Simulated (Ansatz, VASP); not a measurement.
Cu: VASP beside Ansatz

```xyz
3
Lattice="3.2774 0.0000 0.0000 -1.6387 2.8383 0.0000 0.0000 0.0000 1.9631" Properties=species:S:1:pos:R:3 pbc="T T T"
Cu    0.0000    0.0000    0.0000
Cu    0.0000    1.8922    0.9815
Cu    1.6387    0.9461    0.9815
```

Change from the starting cell: volume scaled by 0.5, LAPW.

Alike in both runs: task single point; functional PBE; k mesh 9 × 9 × 12; occupations fermi-dirac, width 0.08 eV; no spin polarisation.

|  | VASP | Ansatz |
| --- | --- | --- |
| version | VASP 6.6.1 | Ansatz 0.2.0 |
| potentials or method | VASP PAW PBE potentials, release 64 (Cu), cutoff 520 eV | all-electron LAPW, scalar-relativistic |

```csv
,VASP,Ansatz,Ansatz less VASP
pressure (GPa),522.6,515.7,-6.92
"traceless stress, the component that is largest in VASP (GPa)",-0.62,0.14,+0.756
```

Both programs put the cell under a high pressure, so it lies far from rest at this level. Ansatz ran all-electron here, and VASP with PAW potentials.

Noted on VASP's run: the cell as given lies far from equilibrium.
